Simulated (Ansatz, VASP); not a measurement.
**One calculation of C, two programs**

The input INCAR:

```
ALGO     = Normal         # electronic algorithm
EDIFF    = 1E-7           # SCF threshold, eV
ENCUT    = 520            # plane-wave cutoff, eV
GGA      = PE             # functional
ISIF     = 2              # what is computed and relaxed
ISMEAR   = 0              # smearing method
LASPH    = True           # aspherical terms in the spheres
LCHARG   = True           # write CHGCAR
LELF     = True           # ELF
LREAL    = Auto         
LVHAR    = True         
LWAVE    = False          # write WAVECAR
NBANDS   = 43             # bands
NELM     = 80             # most SCF steps
PREC     = Accurate       # precision mode
SIGMA    = 0.05           # smearing width, eV
```

KPOINTS

```
k-points
0
Gamma
  6 6 6
```

POSCAR

```
C
1.0
    3.5715485858      0.0000000000     -3.5715485858
    0.0000000000      3.5715485858     -3.5715485858
    3.5715485858      3.5715485858      0.0000000000
C
15
Direct
    0.2500000000      0.2500000000      0.2500000000
    0.2500000000      0.7500000000      0.7500000000
    0.2500000000      0.7500000000      0.2500000000
    0.7500000000      0.2500000000      0.7500000000
    0.7500000000      0.2500000000      0.2500000000
    0.7500000000      0.7500000000      0.7500000000
    0.7500000000      0.7500000000      0.2500000000
    0.1250000000      0.1250000000      0.1250000000
    0.1250000000      0.1250000000      0.6250000000
    0.1250000000      0.6250000000      0.1250000000
    0.0849930119      0.6250000000      0.6450034940
    0.6250000000      0.1250000000      0.1250000000
    0.6250000000      0.1250000000      0.6250000000
    0.6250000000      0.6250000000      0.1250000000
    0.6250000000      0.6250000000      0.6250000000
```

Input for Ansatz:

```yaml
crystal:
  lattice:
    - [3.5715485858, 0.0, -3.5715485858]
    - [0.0, 3.5715485858, -3.5715485858]
    - [3.5715485858, 3.5715485858, 0.0]
  atoms:
    - { symbol: C, position: [0.25, 0.25, 0.25] }
    - { symbol: C, position: [0.25, 0.75, 0.75] }
    - { symbol: C, position: [0.25, 0.75, 0.25] }
    - { symbol: C, position: [0.75, 0.25, 0.75] }
    - { symbol: C, position: [0.75, 0.25, 0.25] }
    - { symbol: C, position: [0.75, 0.75, 0.75] }
    - { symbol: C, position: [0.75, 0.75, 0.25] }
    - { symbol: C, position: [0.125, 0.125, 0.125] }
    - { symbol: C, position: [0.125, 0.125, 0.625] }
    - { symbol: C, position: [0.125, 0.625, 0.125] }
    - { symbol: C, position: [0.0849930119, 0.625, 0.645003494] }
    - { symbol: C, position: [0.625, 0.125, 0.125] }
    - { symbol: C, position: [0.625, 0.125, 0.625] }
    - { symbol: C, position: [0.625, 0.625, 0.125] }
    - { symbol: C, position: [0.625, 0.625, 0.625] }
basis:
  ecutwfc: 420
kpoints:
  mp_grid: { grid: [6, 6, 6] }
hamiltonian:
  xc: pbe
  pseudopotentials: { kind: paw, azcp: { folder: soft_1 } }
scf:
  occupations: { method: gaussian, width: 0.05 }
output:
  forces: true
  stress: true
  eigenvalues: true
```

Change from the starting cell: C vacancy; atom 11 moved 0.000 of the way to it and +0.175 Å across, host rigid.

Alike in both runs: task single point; functional PBE; k mesh 6 × 6 × 6; occupations gaussian, width 0.05 eV; no spin polarisation.

|  | VASP | Ansatz |
| --- | --- | --- |
| version | VASP 6.6.1 | Ansatz 0.2.0 |
| potentials or method | VASP PAW PBE potentials, release 64 (C), cutoff 520 eV | scalar-relativistic, plane waves, PAW |
| valence electrons in the cell | 60 | 60 |

Ansatz gave:

| Quantity | Value |
| --- | --- |
| gap on the k mesh at the Fermi level (eV) | none |
| pressure (GPa) | -4.3 |
| traceless stress, the component that is largest in VASP (GPa) | -5.46 |
| rms of the force components (eV/Å) | 1.558 |

Q: Estimate VASP's values.

A: gap on the k mesh at the Fermi level (eV): none; pressure (GPa): -3.4; traceless stress, the component that is largest in VASP (GPa): -5.47; rms of the force components (eV/Å): 1.562.

Atom by atom the forces differ by 0.013 eV/Å (rms over components). A gap of «none» marks a metal or a gap that the smearing closes. The functional is the same, so the differences come from potentials, cutoffs and numerics.
